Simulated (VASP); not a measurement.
# Zn2Ga3Si3N8 in VASP: single point with PBE

Aim: the single point of Zn2Ga3Si3N8 with PBE.

Everything below comes from runs of VASP 6.6.1. Logs are shortened: lines on timing, memory, paths and dates and some standing lists are left out, and cuts for length are marked.

### 1 The cell of the first run

The typed cell holds 16 atoms: a = 5.107 Å, b = 6.370 Å, c = 6.370 Å, α = 120.53°, β = 89.95°, γ = 90.05°.

### 2 Single point, PBE

Input file INCAR:

```
SYSTEM = Zn2Ga3Si3N8
PREC = Accurate
ENCUT = 520
EDIFF = 1E-6
ISMEAR = 0
SIGMA = 0.1
LREAL = Auto
LASPH = .True.
NELM = 100
ALGO = Normal
ISIF = 2
LWAVE = .False.
LCHARG = .False.
GGA = PE
NBANDS = 72
ISYM = 0
```

Input file KPOINTS:

```
regular mesh
0
Gamma
  3 3 3
  0 0 0
```

Input file POSCAR:

```
Zn2Ga3Si3N8
1.0
    0.0000446906     -0.0028087552     -5.1070750749
    3.1598334639      5.5314889130      0.0029754420
    3.1598039402     -5.5314718556     -0.0030306156
N Si Zn Ga
8 3 2 3
Direct
    0.5958458074      0.1677102687      0.3305274218
    0.6563516862      0.1348166557      0.8156589625
    0.6563789914      0.6825897372      0.3634212972
    0.5969329506      0.6806078460      0.8176165307
    0.1114069638      0.3168369492      0.6849176627
    0.1040326331      0.3462773618      0.1519665747
    0.1576133526      0.8488257883      0.6493916872
    0.1114234880      0.8133280602      0.1813855899
    0.0121153589      0.1658133172      0.8294179552
    0.0121434020      0.6688255025      0.3324109992
    0.5174966099      0.8337305850      0.6644891977
   -0.0110355338      0.1622613567      0.3359885202
   -0.0044125764      0.6637087233      0.8345134197
    0.4887908654      0.3338825030      0.6644622739
    0.5026412977      0.3343706527      0.1638720747
    0.4888015160      0.8337793609      0.1643460439
```

Potentials or basis: VASP PAW PBE potentials, release 64 (N, Si, Zn, Ga_d).

On the command line:

```bash
$ cat potpaw_PBE.64/N/POTCAR potpaw_PBE.64/Si/POTCAR potpaw_PBE.64/Zn/POTCAR potpaw_PBE.64/Ga_d/POTCAR > POTCAR
$ mpirun -np 1 vasp_std > vasp.out
```

OUTCAR:

```text
SYSTEM = Zn2Ga3Si3N8
   PREC = Accurate
   ENCUT = 520
   EDIFF = 1E-6
   ISMEAR = 0
   LREAL = Auto
   LASPH = .True.
   NELM = 100
   ISIF = 2
   GGA = PE
   ISYM = 0

 ion  position               nearest neighbor table
   1  0.596  0.168  0.331-  15 1.90  16 1.91  14 1.91  12 2.01
   2  0.656  0.135  0.816-  11 1.80   9 1.82  15 2.07  14 2.12
   3  0.656  0.683  0.363-  11 1.80  10 1.82  15 2.07  16 2.12
   4  0.597  0.681  0.818-  11 1.74  16 1.99  14 1.99  13 2.04
   5  0.111  0.317  0.685-   9 1.71  14 1.94  13 2.00  12 2.02
   6  0.104  0.346  0.152-  10 1.83   9 1.83  15 2.04  12 2.12
   7  0.158  0.849  0.649-  11 1.85  10 1.90   9 1.90  13 2.21
   8  0.111  0.813  0.181-  10 1.71  16 1.94  13 2.00  12 2.02
   9  0.012  0.166  0.829-   5 1.71   2 1.82   6 1.83   7 1.90  11 3.11  10 3.14
  10  0.012  0.669  0.332-   8 1.71   3 1.82   6 1.83   7 1.90  11 3.11   9 3.14
  11  0.517  0.834  0.664-   4 1.74   3 1.80   2 1.80   7 1.85  13 3.08   9 3.11  10 3.11
  12  0.989  0.162  0.336-   1 2.01   5 2.02   8 2.02   6 2.12
  13  0.996  0.664  0.835-   5 2.00   8 2.00   4 2.04   7 2.21  11 3.08
  14  0.489  0.334  0.664-   1 1.91   5 1.94   4 1.99   2 2.12
  15  0.503  0.334  0.164-   1 1.90   6 2.04   2 2.07   3 2.07
  16  0.489  0.834  0.164-   1 1.91   8 1.94   4 1.99   3 2.12

IMPORTANT INFORMATION: All symmetrisations will be switched off!
NOSYMM: (Re-)initialisation of all symmetry stuff for point group C_1.

----------------------------------------------------------------------------------------

                                     Primitive cell

  volume of cell :     178.5277

  direct lattice vectors                    reciprocal lattice vectors
     0.000044691 -0.002808755 -5.107075075    -0.000001710  0.000106303 -0.195806853
     3.159833464  5.531488913  0.002975442     0.158236682  0.090391319 -0.000048328
     3.159803940 -5.531471856 -0.003030616     0.158237171 -0.090392165  0.000051098

  length of vectors
     5.107075847  6.370394491  6.370365061     0.195806882  0.182234576  0.182235420

  position of ions in fractional coordinates (direct lattice)
     0.595845807  0.167710269  0.330527422
     0.656351686  0.134816656  0.815658963
     0.656378991  0.682589737  0.363421297
     0.596932951  0.680607846  0.817616531
     0.111406964  0.316836949  0.684917663
     0.104032633  0.346277362  0.151966575
[... 8 lines left out ...]
     0.502641298  0.334370653  0.163872075
     0.488801516  0.833779361  0.164346044

  ion indices of the primitive-cell ions
   primitive index   ion index
[... 82 lines left out ...]
   NFREE  =      0    steps in history (QN), initial steepest desc. (CG)
   ISIF   =      2    stress and relaxation
   ISYM   =      0    0-nonsym 1-usesym 2-fastsym
   POTIM  = 0.5000    time-step for ionic-motion
   TEBEG  =    0.0;   TEEND  =   0.0 temperature during run
   PSTRESS=    0.0 pullay stress
   NELECT =     115.0000    total number of electrons
   NUPDOWN=      -1.0000    fix difference up-down
   EMIN   =  10.00;   EMAX   =-10.00  energy-range for DOS
   EFERMI =   0.00;   METHOD = LEGACY
   ISMEAR =     0;   SIGMA  =   0.10  broadening in eV -4-tet -1-fermi 0-gaus
   EFERMI_NEDOS =   21; number of points for ismear=-14 and -15
   IALGO  =     38    algorithm
   IMIX   =      4    mixing-type and parameters
     AMIX     =   0.40;   BMIX     =  1.00
     AMIX_MAG =   1.60;   BMIX_MAG =  1.00
  volume/ion in A,a.u.               =      11.16        75.30
  Fermi-wavevector in a.u.,A,eV,Ry     =   1.413857  2.671803 27.197941  1.998992
  Thomas-Fermi vector in A             =   2.535459
   LORBIT       =      0    0 simple, 1 ext, 2 COOP (PROOUT), +10 PAW based schemes
   GGA     = PE    functional components
   LHFCALC =     F    Hartree Fock is set to
   AEXX    =    0.0000 exact exchange contribution
   IVDW    =     0    specifies the selected vdW correction
   LEPSILON=     F    determine dielectric tensor
   LRPA    =     F    only Hartree local field effects (RPA)
 non-spin polarized calculation
 Gauss-broadening in eV      SIGMA  =   0.10
  energy-cutoff  :      520.00
  volume of cell :      178.53
 maximum number of plane-waves:      4822
 NGX is ok and might be reduce to    40
   NGX = 19   NGY = 23   NGZ = 23

 number of electron     115.0000015 magnetization

 Free energy of the ion-electron system (eV)
  ---------------------------------------------------
  ext. energy  EPLUGINS =         0.00000000
  ---------------------------------------------------
  free energy    TOTEN  =      -101.65358348 eV

  energy without entropy =     -101.64425817  energy(sigma->0) =     -101.64892083

 E-fermi :   8.7116     XC(G=0): -11.4106

 val. band max:        8.5409514143   @ k =   0.3333   0.0000   0.0000
 cond. band min:       8.7225841299   @ k =  -0.3333  -0.3333   0.3333
 fundamental gap:      0.1816327156
 Fermi energy:         8.7116233835

 k-point     1 :       0.0000    0.0000    0.0000
  band No.  band energies     occupation
      1     -11.5968      2.00000
      2      -9.9058      2.00000
      3      -9.8392      2.00000
      4      -9.6244      2.00000
      5      -9.4506      2.00000
      6      -9.2307      2.00000
[... 997 lines left out ...]
     68      12.2133      0.00000
     69      12.7996      0.00000
 [bands above 69 left out]

------------------------ aborting loop because EDIFF is reached ----------------------------------------

  FORCE on cell =-STRESS in cart. coord.  units (eV):
  Direction    XX          YY          ZZ          XY          YZ          ZX
  --------------------------------------------------------------------------------------
  -------------------------------------------------------------------------------------
  Total        0.2323825      0.2147188      0.1992571     -0.0032723      0.0605913      0.0035664
  in kB        2.0854911      1.9269704      1.7882109     -0.0293673      0.5437700      0.0320061
  external PRESSURE =       1.9335575 kB  Pullay stress =       0.0000000 kB

 VOLUME and BASIS-vectors are now :
 -----------------------------------------------------------------------------
  energy-cutoff  :      520.00
  volume of cell :      178.53
      direct lattice vectors                 reciprocal lattice vectors
     0.000044691 -0.002808755 -5.107075075    -0.000001710  0.000106303 -0.195806853
     3.159833464  5.531488913  0.002975442     0.158236682  0.090391319 -0.000048328
     3.159803940 -5.531471856 -0.003030616     0.158237171 -0.090392165  0.000051098

 POSITION                                       TOTAL-FORCE (eV/Angst)
 -----------------------------------------------------------------------------------
      1.57436     -0.90229     -3.04353        -0.000054     -0.002956      0.040247
      3.00335     -3.76790     -3.35411        -0.025928     -0.014356     -0.013472
      3.30524      1.76364     -3.35125         0.025028     -0.014261     -0.013265
      4.73414     -0.75952     -3.04903         0.000093      0.020723      0.024837
      3.16536     -2.03634     -0.57010        -0.006563     -0.042387     -0.029258
      1.57437      1.07454     -0.53073        -0.001193      0.023831      0.012225
[... 8 lines left out ...]
      1.57438      0.94170     -2.56653         0.000690     -0.019957      0.004372
      3.15393      3.70159     -2.49436         0.010751      0.017823      0.005022
 -----------------------------------------------------------------------------------
    total drift:                                0.001647      0.001405     -0.006999

  FREE ENERGIE OF THE ION-ELECTRON SYSTEM (eV)
  ---------------------------------------------------
  free  energy   TOTEN  =      -101.6535834841 eV

  energy  without entropy=     -101.6442581687  energy(sigma->0) =     -101.64892083
```

stdout:

```text
POSCAR found type information on POSCAR N SiZnGa
 POSCAR found :  4 types and      16 ions
 scaLAPACK will be used
 LDA part: xc-table for (Slater+PW92), standard interpolation
 POSCAR, INCAR and KPOINTS ok, starting setup
 FFT: planning ... GRIDC
 FFT: planning ... GRID_SOFT
 FFT: planning ... GRID
 WAVECAR not read
 entering main loop
```

Run time: 3.6 min. Hardware: 1 thread of Intel Xeon 6975P-C (Granite Rapids), shared host; peak memory 0.34 GiB.

What came out:

| Property | Result |
| --- | --- |
| Free energy | -101.6536 eV |
| Pressure | 0.2 GPa |
| Largest force | 0.052 eV/Å |
| Band gap on the k mesh | zero (an odd number of electrons rules out a gap without spin polarisation) |

Forces in eV/Å, atoms in the order of the input:
```
N    0.000 -0.003  0.040
N   -0.026 -0.014 -0.013
N    0.025 -0.014 -0.013
N    0.000  0.021  0.025
N   -0.007 -0.042 -0.029
N   -0.001  0.024  0.012
N    0.000  0.007 -0.005
N    0.006 -0.043 -0.029
Si   0.000  0.002  0.003
Si  -0.001  0.001  0.003
Si   0.000  0.009  0.000
Zn   0.000  0.014 -0.009
Zn   0.000  0.023  0.001
Ga  -0.008  0.018  0.005
Ga   0.001 -0.020  0.004
Ga   0.011  0.018  0.005
```

Stress tensor (GPa, compression positive):
```
0.21 0.00 0.00
0.00 0.19 0.05
0.00 0.05 0.18
```

Levels at points of the mesh, in eV from the Fermi level:
```
           k point  band 54  band 55  band 56  band 57  band 58  band 59  band 60  band 61
(0.00, 0.00, 0.00)    -4.29    -4.15    -3.87    -3.01    -1.61    -0.39     0.67     1.06
```

Caveat: the k points lie up to 0.41 Å⁻¹ apart, too coarse for converged energies and pressures of a metal; an odd number of electrons without spin polarisation forces a metal; a magnetic or distorted state may lie lower.

The gap in the log of VASP goes by the Fermi energy; the results here count the filled bands.